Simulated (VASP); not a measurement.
# C (P6_3/mmc) in VASP: settings compared

Aim: see how the results for C move with the level of theory and the settings. Levels: PBE, LDA. Tasks: single point.

All numbers are computed with VASP 6.6.1; they aren't measurements. Logs are shortened: lines on timing, memory, paths and dates and some standing lists are left out, and cuts for length are marked.

### 1 The cell of the first run

Symmetry: P6_3/mmc, No. 194, hexagonal system. The conventional cell has a = 2.471 Å, b = 2.471 Å, c = 12.103 Å, α = 90.00°, β = 90.00°, γ = 120.00°. C (site symmetry 3m) has 4 C at 1.51 Å within 2.0 Å. C (site symmetry 3m) has 4 C at 1.51 Å within 2.0 Å. C (site symmetry 3m) has 4 C at 1.51 Å within 2.0 Å.

### 2 Single point, PBE

File INCAR:

```
SYSTEM = C
PREC     = Accurate       ! precision mode
ENCUT    = 520            ! plane-wave cutoff, eV
EDIFF    = 1E-7           ! SCF threshold, eV
ISMEAR   = -1             ! smearing method
SIGMA    = 0.05           ! smearing width, eV
LREAL    = .FALSE.        ! projectors in reciprocal space
LASPH    = .TRUE.         ! aspherical terms in the spheres
NELM     = 80             ! most SCF steps
ALGO     = Normal         ! electronic algorithm
ISIF     = 2              ! what is computed and relaxed
LWAVE    = .FALSE.        ! write WAVECAR
LCHARG   = .FALSE.        ! write CHGCAR
GGA      = PE             ! functional
NBANDS   = 36             ! bands
```

File KPOINTS:

```
Automatic mesh
0
G
  12 12 3
  0 0 0
```

File POSCAR:

```
C
1.0
    2.4706141248      0.0000000000      0.0000000000
   -1.2353070624      2.1396145950      0.0000000000
    0.0000000000      0.0000000000     12.1034720835
C
12
Direct
    0.6666666667      0.3333333333      0.3541700000
    0.3333333333      0.6666666667      0.8541700000
    0.6666666667      0.3333333333      0.1458300000
    0.3333333333      0.6666666667      0.6458300000
    0.6666666667      0.3333333333      0.4791700000
    0.3333333333      0.6666666667      0.9791700000
    0.6666666667      0.3333333333      0.0208300000
    0.3333333333      0.6666666667      0.5208300000
    0.0000000000      0.0000000000      0.8125000000
    0.0000000000      0.0000000000      0.3125000000
    0.0000000000      0.0000000000      0.6875000000
    0.0000000000      0.0000000000      0.1875000000
```

Potentials or basis: VASP PAW PBE potentials, release 64 (C).

The run is started by

```console
> cat potpaw_PBE.64/C/POTCAR > POTCAR
> mpirun -np 1 vasp_std > vasp.out
```

OUTCAR:

```text
SYSTEM = C
   PREC = Accurate
   ENCUT = 520
   EDIFF = 1E-7
   ISMEAR = -1
   LREAL = .FALSE.
   LASPH = .TRUE.
   NELM = 80
   ISIF = 2
   GGA = PE

 ion  position               nearest neighbor table
   1  0.667  0.333  0.354-   5 1.51  10 1.51  10 1.51  10 1.51
   2  0.333  0.667  0.854-   6 1.51   9 1.51   9 1.51   9 1.51
   3  0.667  0.333  0.146-   7 1.51  12 1.51  12 1.51  12 1.51
   4  0.333  0.667  0.646-   8 1.51  11 1.51  11 1.51  11 1.51
   5  0.667  0.333  0.479-   8 1.51   8 1.51   8 1.51   1 1.51
   6  0.333  0.667  0.979-   7 1.51   7 1.51   7 1.51   2 1.51
   7  0.667  0.333  0.021-   6 1.51   6 1.51   6 1.51   3 1.51
   8  0.333  0.667  0.521-   5 1.51   5 1.51   5 1.51   4 1.51
   9  0.000  0.000  0.812-  11 1.51   2 1.51   2 1.51   2 1.51
  10  0.000  0.000  0.312-  12 1.51   1 1.51   1 1.51   1 1.51
  11  0.000  0.000  0.688-   9 1.51   4 1.51   4 1.51   4 1.51
  12  0.000  0.000  0.188-  10 1.51   3 1.51   3 1.51   3 1.51

  LATTYP: Found a hexagonal cell.
 ALAT       =     2.4706141248
 C/A-ratio  =     4.8989730780

  Lattice vectors:

 A1 = (   2.4706141248,   0.0000000000,   0.0000000000)
 A2 = (  -1.2353070624,   2.1396145950,   0.0000000000)
 A3 = (   0.0000000000,   0.0000000000,  12.1034720835)

Analysis of symmetry for initial positions (statically):
=====================================================================
 Subroutine PRICEL returns:
 Original cell was already a primitive cell.

 Routine SETGRP: Setting up the symmetry group for a
 hexagonal supercell.

 Subroutine GETGRP returns: Found 24 space group operations
 (whereof 12 operations were pure point group operations)
 out of a pool of 24 trial point group operations.

The static configuration has the point symmetry D_3d.
 The point group associated with its full space group is D_6h.

Analysis of symmetry for dynamics (positions and initial velocities):
=====================================================================
 Subroutine PRICEL returns:
 Original cell was already a primitive cell.

 Routine SETGRP: Setting up the symmetry group for a
 hexagonal supercell.

 Subroutine GETGRP returns: Found 24 space group operations
 (whereof 12 operations were pure point group operations)
 out of a pool of 24 trial point group operations.

The dynamic configuration has the point symmetry D_3d.
 The point group associated with its full space group is D_6h.

 Subroutine INISYM returns: Found 24 space group operations
 (whereof 12 operations are pure point group operations),
 and found     1 'primitive' translations

----------------------------------------------------------------------------------------

                                     Primitive cell

  volume of cell :      63.9809

  direct lattice vectors                    reciprocal lattice vectors
     2.470614125  0.000000000  0.000000000     0.404757663  0.233686946  0.000000000
    -1.235307062  2.139614595  0.000000000     0.000000000  0.467373892  0.000000000
     0.000000000  0.000000000 12.103472083     0.000000000  0.000000000  0.082620920

  length of vectors
     2.470614125  2.470614125 12.103472083     0.467373892  0.467373892  0.082620920

  position of ions in fractional coordinates (direct lattice)
     0.666666667  0.333333333  0.354170000
     0.333333333  0.666666667  0.854170000
     0.666666667  0.333333333  0.145830000
     0.333333333  0.666666667  0.645830000
     0.666666667  0.333333333  0.479170000
     0.333333333  0.666666667  0.979170000
     0.666666667  0.333333333  0.020830000
     0.333333333  0.666666667  0.520830000
     0.000000000  0.000000000  0.812500000
     0.000000000  0.000000000  0.312500000
     0.000000000  0.000000000  0.687500000
     0.000000000  0.000000000  0.187500000

  ion indices of the primitive-cell ions
   primitive index   ion index
                 1           1
                 2           2
                 3           3
                 4           4
                 5           5
                 6           6
                 7           7
                 8           8
                 9           9
                10          10
                11          11
                12          12

----------------------------------------------------------------------------------------

 KPOINTS: Automatic mesh

Automatic generation of k-mesh.
 Grid dimensions read from file:
 generate k-points for:   12   12    3

 Generating k-lattice:

  Cartesian coordinates                     Fractional coordinates (reciprocal lattice)
     0.033729805  0.019473912  0.000000000     0.083333333 -0.000000000  0.000000000
     0.000000000  0.038947824  0.000000000     0.000000000  0.083333333  0.000000000
     0.000000000  0.000000000  0.027540307     0.000000000  0.000000000  0.333333333

  Length of vectors
     0.038947824  0.038947824  0.027540307

  Shift w.r.t. Gamma in fractional coordinates (k-lattice)
     0.000000000  0.000000000  0.000000000

 Subroutine IBZKPT returns following result:
 ===========================================

 Found     38 irreducible k-points:

 Following reciprocal coordinates:
            Coordinates               Weight
  0.000000  0.000000  0.000000      1.000000
  0.083333 -0.000000  0.000000      6.000000
  0.166667  0.000000  0.000000      6.000000
  0.250000  0.000000  0.000000      6.000000
  0.333333  0.000000  0.000000      6.000000
  0.416667 -0.000000  0.000000      6.000000
[... 16 lines left out ...]
  0.250000  0.000000  0.333333     12.000000
  0.333333  0.000000  0.333333     12.000000
 [... further k-points ...]
   k-points           NKPTS =     38   k-points in BZ     NKDIM =     38   number of bands    NBANDS=     36
   number of dos      NEDOS =    301   number of ions     NIONS =     12
   total plane-waves  NPLWV =  29160
   dimension x,y,z NGX =    18 NGY =   18 NGZ =   90
   dimension x,y,z NGXF=    36 NGYF=   36 NGZF=  180
   ions per type =              12
   NGX,Y,Z   is equivalent  to a cutoff of  12.11, 12.11, 12.36 a.u.
   NGXF,Y,Z  is equivalent  to a cutoff of  24.22, 24.22, 24.72 a.u.
 SYSTEM =  C
   PREC   = accura    normal or accurate (medium, high low for compatibility)
   ISTART =      0    job   : 0-new  1-cont  2-samecut
   ICHARG =      2    charge: 1-file 2-atom 10-const
   ISPIN  =      1    spin polarized calculation?
   LNONCOLLINEAR =      F non collinear calculations
   LSORBIT =      F    spin-orbit coupling
   LASPH  =      T    aspherical Exc in radial PAW
   ENCUT  =  520.0 eV  38.22 Ry    6.18 a.u.   4.59  4.59 22.50*2*pi/ulx,y,z
   NELM   =     80;   NELMIN=  2; NELMDL= -5     # of ELM steps
   EDIFF  = 0.1E-06   stopping-criterion for ELM
   LREAL  =      F    real-space projection
   EDIFFG = 0.1E-05   stopping-criterion for IOM
   NSW    =      0    number of steps for IOM
   IBRION =     -1    ionic relax: 0-MD 1-quasi-New 2-CG
   NFREE  =      0    steps in history (QN), initial steepest desc. (CG)
   ISIF   =      2    stress and relaxation
   ISYM   =      2    0-nonsym 1-usesym 2-fastsym
   POTIM  = 0.5000    time-step for ionic-motion
   TEBEG  =    0.0;   TEEND  =   0.0 temperature during run
   PSTRESS=    0.0 pullay stress
   NELECT =      48.0000    total number of electrons
   NUPDOWN=      -1.0000    fix difference up-down
   EMIN   =  10.00;   EMAX   =-10.00  energy-range for DOS
   EFERMI =   0.00;   METHOD = LEGACY
   ISMEAR =    -1;   SIGMA  =   0.05  broadening in eV -4-tet -1-fermi 0-gaus
   EFERMI_NEDOS =   21; number of points for ismear=-14 and -15
   IALGO  =     38    algorithm
   IMIX   =      4    mixing-type and parameters
     AMIX     =   0.40;   BMIX     =  1.00
     AMIX_MAG =   1.60;   BMIX_MAG =  1.00
  volume/ion in A,a.u.               =       5.33        35.98
  Fermi-wavevector in a.u.,A,eV,Ry     =   1.487551  2.811063 30.107066  2.212807
  Thomas-Fermi vector in A             =   2.600697
   LORBIT       =      0    0 simple, 1 ext, 2 COOP (PROOUT), +10 PAW based schemes
   GGA     = PE    functional components
   LHFCALC =     F    Hartree Fock is set to
   AEXX    =    0.0000 exact exchange contribution
   IVDW    =     0    specifies the selected vdW correction
   LEPSILON=     F    determine dielectric tensor
   LRPA    =     F    only Hartree local field effects (RPA)
 non-spin polarized calculation
  energy-cutoff  :      520.00
  volume of cell :       63.98
 maximum number of plane-waves:      1746
   NGX =  9   NGY =  9   NGZ = 45

 number of electron      47.9999988 magnetization

 Free energy of the ion-electron system (eV)
  ---------------------------------------------------
  ext. energy  EPLUGINS =         0.00000000
  ---------------------------------------------------
  free energy    TOTEN  =      -108.57138111 eV

  energy without entropy =     -108.57138111  energy(sigma->0) =     -108.57138111

 E-fermi :  11.7028     XC(G=0): -13.5618

 val. band max:       10.7477154132   @ k =   0.0000   0.0000   0.0000
 cond. band min:      15.2922068103   @ k =   0.4167  -0.0000   0.0000
 fundamental gap:      4.5444913970
 Fermi energy:        11.7027623565

 k-point     1 :       0.0000    0.0000    0.0000
  band No.  band energies     occupation
      1     -11.6906      2.00000
      2     -10.9134      2.00000
      3     -10.8653      2.00000
      4      -8.5431      2.00000
      5      -8.5186      2.00000
      6      -5.5251      2.00000
[... 28 lines left out ...]
     35      18.9273      0.00000
     36      19.3433      0.00000

 k-point     2 :       0.0833   -0.0000    0.0000
  band No.  band energies     occupation
      1     -11.5126      2.00000
      2     -10.7368      2.00000
      3     -10.6883      2.00000
      4      -8.3713      2.00000
      5      -8.3462      2.00000
      6      -5.3682      2.00000
[... 28 lines left out ...]
     35      19.5217      0.00000
     36      19.5960      0.00000

 k-point     3 :       0.1667    0.0000    0.0000
  band No.  band energies     occupation
      1     -10.9802      2.00000
      2     -10.2089      2.00000
      3     -10.1587      2.00000
      4      -7.8588      2.00000
      5      -7.8314      2.00000
      6      -4.8994      2.00000
[... 28 lines left out ...]
     35      19.9150      0.00000
     36      21.0089      0.00000

 k-point     4 :       0.2500    0.0000    0.0000
  band No.  band energies     occupation
      1     -10.0994      2.00000
      2      -9.3368      2.00000
      3      -9.2828      2.00000
      4      -7.0154      2.00000
      5      -6.9829      2.00000
      6      -4.1273      2.00000
[... 28 lines left out ...]
     35      20.4448      0.00000
     36      21.9238      0.00000

 k-point     5 :       0.3333    0.0000    0.0000
  band No.  band energies     occupation
      1      -8.8842      2.00000
      2      -8.1382      2.00000
      3      -8.0750      2.00000
      4      -5.8712      2.00000
      5      -5.8237      2.00000
      6      -3.0853      2.00000
[... 655 lines left out ...]
 k-point    22 :       0.1667    0.0000    0.3333
  band No.  band energies     occupation
      1     -10.8915      2.00000
      2     -10.6259      2.00000
      3      -9.5688      2.00000
      4      -8.7866      2.00000
      5      -6.7654      2.00000
      6      -5.6215      2.00000
[... 28 lines left out ...]
     35      19.9650      0.00000
     36      20.7087      0.00000

 k-point    23 :       0.2500    0.0000    0.3333
  band No.  band energies     occupation
      1     -10.0114      2.00000
      2      -9.7481      2.00000
      3      -8.7008      2.00000
      4      -7.9277      2.00000
      5      -5.9383      2.00000
      6      -4.8221      2.00000
[... 28 lines left out ...]
     35      20.9606      0.00000
     36      21.2804      0.00000

 k-point    24 :       0.3333    0.0000    0.3333
  band No.  band energies     occupation
      1      -8.7975      2.00000
      2      -8.5382      2.00000
      3      -7.5085      2.00000
      4      -6.7520      2.00000
      5      -4.8217      2.00000
      6      -3.7524      2.00000
[... 28 lines left out ...]
     35      20.4165      0.00000
     36      21.1278      0.00000

 [... further k-points ...]
[... 5 lines left out ...]
  --------------------------------------------------------------------------------------
  -------------------------------------------------------------------------------------
  Total       12.1267954     12.1267954     15.9693274      0.0000000      0.0000000      0.0000000
  in kB      303.6730054    303.6730054    399.8957251      0.0000000      0.0000000      0.0000000
  external PRESSURE =     335.7472453 kB  Pullay stress =       0.0000000 kB

 VOLUME and BASIS-vectors are now :
 -----------------------------------------------------------------------------
  energy-cutoff  :      520.00
  volume of cell :       63.98
      direct lattice vectors                 reciprocal lattice vectors
     2.470614125  0.000000000  0.000000000     0.404757663  0.233686946  0.000000000
    -1.235307062  2.139614595  0.000000000     0.000000000  0.467373892  0.000000000
     0.000000000  0.000000000 12.103472083     0.000000000  0.000000000  0.082620920

 POSITION                                       TOTAL-FORCE (eV/Angst)
 -----------------------------------------------------------------------------------
      1.23531      0.71320      4.28669         0.000000     -0.000000      0.350657
     -0.00000      1.42641     10.33842        -0.000000      0.000000      0.350657
      1.23531      0.71320      1.76505         0.000000     -0.000000     -0.350657
     -0.00000      1.42641      7.81679        -0.000000     -0.000000     -0.350657
      1.23531      0.71320      5.79962         0.000000     -0.000000     -0.028648
     -0.00000      1.42641     11.85136         0.000000      0.000000     -0.028648
      1.23531      0.71320      0.25212         0.000000     -0.000000      0.028648
     -0.00000      1.42641      6.30385        -0.000000      0.000000      0.028648
      0.00000      0.00000      9.83407        -0.000000      0.000000      0.368560
      0.00000      0.00000      3.78234         0.000000     -0.000000      0.368560
      0.00000      0.00000      8.32114        -0.000000      0.000000     -0.368560
      0.00000      0.00000      2.26940         0.000000     -0.000000     -0.368560
 -----------------------------------------------------------------------------------
    total drift:                                0.000000     -0.000000      0.000000

  FREE ENERGIE OF THE ION-ELECTRON SYSTEM (eV)
  ---------------------------------------------------
  free  energy   TOTEN  =      -108.5713811109 eV

  energy  without entropy=     -108.5713811109  energy(sigma->0) =     -108.57138111
```

It took 35 s on 1 thread of AMD EPYC 9R45 (Zen 5), shared host; peak memory 0.17 GiB.

What came out:

```yaml
Free_energy: -108.5714 eV
Pressure: 33.6 GPa
Largest_force: 0.369 eV/Å
Band_gap_on_the_k_mesh: 4.54 eV (least direct gap 5.44 eV)
```

Forces in eV/Å, atoms in the order of the input:
```
C    0.000  0.000  0.351
C    0.000  0.000  0.351
C    0.000  0.000 -0.351
C    0.000  0.000 -0.351
C    0.000  0.000 -0.029
C    0.000  0.000 -0.029
C    0.000  0.000  0.029
C    0.000  0.000  0.029
C    0.000  0.000  0.369
C    0.000  0.000  0.369
C    0.000  0.000 -0.369
C    0.000  0.000 -0.369
```

Caveat: the cell stands under pressure; an odd mesh through Γ misses points on the zone boundary, where band edges can lie.

### 3 Single point, LDA

File INCAR:

```
SYSTEM = C
ALGO = Normal ; EDIFF = 1E-6
ENCUT = 520 ; ISIF = 2
ISMEAR = -1 ; LASPH = .True.
LCHARG = .False. ; LREAL = .False.
LWAVE = .False. ; NBANDS = 36
NELM = 60 ; PREC = Accurate
SIGMA = 0.05
```

File KPOINTS:

```
k-points
0
Gamma
  12 12 3
  0 0 0
```

POSCAR is that of step 2.

Potentials or basis: VASP PAW LDA potentials, release 64 (C).

The run is started by

```console
> cat potpaw_LDA.64/C/POTCAR > POTCAR
> mpirun -np 1 vasp_std > vasp.out
```

It took 33 s on 1 thread of AMD EPYC 9R45 (Zen 5), shared host; peak memory 0.15 GiB.

It converged, with:

| Item | Value |
| --- | --- |
| Free energy | -121.2461 eV |
| Pressure | 18.3 GPa |
| Largest force | 0.376 eV/Å |
| Band gap on the k mesh | 4.52 eV (least direct gap 5.40 eV) |

Forces on the atoms (eV/Å):
```
C    0.000  0.000  0.355
C    0.000  0.000  0.355
C    0.000  0.000 -0.355
C    0.000  0.000 -0.355
C    0.000  0.000 -0.029
C    0.000  0.000 -0.029
C    0.000  0.000  0.029
C    0.000  0.000  0.029
C    0.000  0.000  0.376
C    0.000  0.000  0.376
C    0.000  0.000 -0.376
C    0.000  0.000 -0.376
```

Stress tensor (GPa, compression positive):
```
15.00  0.00  0.00
 0.00 15.00  0.00
 0.00  0.00 24.76
```

Levels at points of the mesh, in eV from the valence-band top:
| k point | band 20 | band 21 | band 22 | band 23 | band 24 | band 25 | band 26 | band 27 | band 28 | band 29 |
| --- | --- | --- | --- | --- | --- | --- | --- | --- | --- | --- |
| (0.00, 0.00, 0.00) | -1.05 | -1.05 | -0.16 | 0.00 | 0.00 | 5.40 | 5.40 | 5.79 | 6.52 | 6.52 |
| (0.50, 0.00, 0.00) | -4.50 | -4.30 | -4.30 | -3.84 | -3.05 | 4.63 | 5.21 | 5.35 | 5.74 | 6.99 |

Caveat: the cell stands under pressure; an odd mesh through Γ misses points on the zone boundary, where band edges can lie.
